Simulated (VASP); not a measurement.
Input of a VASP 6.6.1 run:

File INCAR:

```
ALGO = Fast
EDIFF = 1E-6
ENCUT = 520
ISIF = 2
ISMEAR = 0
LASPH = T
LCHARG = F
LREAL = F
LWAVE = F
NBANDS = 18
NELM = 60
PREC = Accurate
SIGMA = 0.1
```

The input KPOINTS:

```
k-points
0
Gamma
  21 21 12
```

File POSCAR:

```
Sc
1.0
    3.2309204776      0.0000000028      0.0000000000
   -1.6154602412      2.7980592097      0.0000000000
    0.0000000000      0.0000000000      4.9838547587
Sc
2
Direct
    0.3333333333      0.6666666667      0.2500000000
    0.6666666667      0.3333333333      0.7500000000
```

Potentials or basis: VASP PAW LDA potentials, release 64 (Sc_sv).

The run is started by

```sh
$ cat potpaw_LDA.64/Sc_sv/POTCAR > POTCAR
$ mpirun -np 1 vasp_std > vasp.out
```

What does it give for the pressure?

0.1 GPa.

Estimate the band gap on the k mesh.

zero (bands 11 and 12 overlap by 1.66 eV).
